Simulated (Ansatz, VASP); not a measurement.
## One calculation of TaN, two programs

The input INCAR:

```
SYSTEM = TaN
ALGO = Normal
EDIFF = 1E-6
ENCUT = 520
GGA = CA
ISIF = 2
ISMEAR = 0
LASPH = .True.
LCHARG = .False.
LREAL = .False.
LWAVE = .False.
NBANDS = 15
NELM = 80
PREC = Accurate
SIGMA = 0.15
```

File KPOINTS:

```
k-points
0
Gamma
  18 18 18
  0 0 0
```

File POSCAR:

```
TaN
1.0
    0.0000000000      2.1742693740      2.1742693740
    2.1742693740      0.0000000000      2.1742693740
    2.1742693740      2.1742693740      0.0000000000
Ta N
1 1
Direct
    0.4973832296      0.5026167704      0.5026167704
    0.0338044590     -0.0338044590     -0.0338044590
```

Input for Ansatz:

```yaml
crystal:
  lattice:
    - [0.0, 2.174269374, 2.174269374]
    - [2.174269374, 0.0, 2.174269374]
    - [2.174269374, 2.174269374, 0.0]
  atoms:
    - { symbol: Ta, position: [0.4973832296, 0.5026167704, 0.5026167704] }
    - { symbol: "N", position: [0.033804459, -0.033804459, -0.033804459] }
basis:
  ecutwfc: 520.0
kpoints:
  mp_grid: { grid: [18, 18, 18] }
hamiltonian:
  xc: lda
scf:
  occupations: { method: gaussian, width: 0.15 }
output:
  forces: true
  stress: true
  eigenvalues: true
```

Change from the starting cell: mode 4 frozen in at -0.147 Å and mode 6 at +0.000 Å (largest displacements).

Alike in both runs: task single point; functional LDA; k mesh 18 × 18 × 18; occupations gaussian, width 0.15 eV; no spin polarisation.

```csv
,VASP,Ansatz
version,VASP 6.6.1,Ansatz 0.2.0
potentials or method,"VASP PAW LDA potentials, release 64 (Ta_pv, N), cutoff 520 eV","scalar-relativistic, plane waves, PAW"
valence electrons in the cell,16,18
```

```csv
,VASP,Ansatz,Ansatz less VASP
gap on the k mesh at the Fermi level (eV),none,none,-
pressure (GPa),6.8,4.6,-2.12
"traceless stress, the component that is largest in VASP (GPa)",9.39,9.19,-0.198
rms of the force components (eV/Å),0.969,0.948,-0.0213
```

LDA's correlation is that of Perdew and Zunger in VASP and of Perdew and Wang (1992) in Ansatz. Atom by atom the forces differ by 0.021 eV/Å (rms over components). A gap of «none» marks a metal or a gap that the smearing closes. VASP's potentials hold 16 valence electrons a cell and Ansatz's 18, so a difference there can come from the potentials and not from the codes.

Spin-orbit coupling is off throughout.
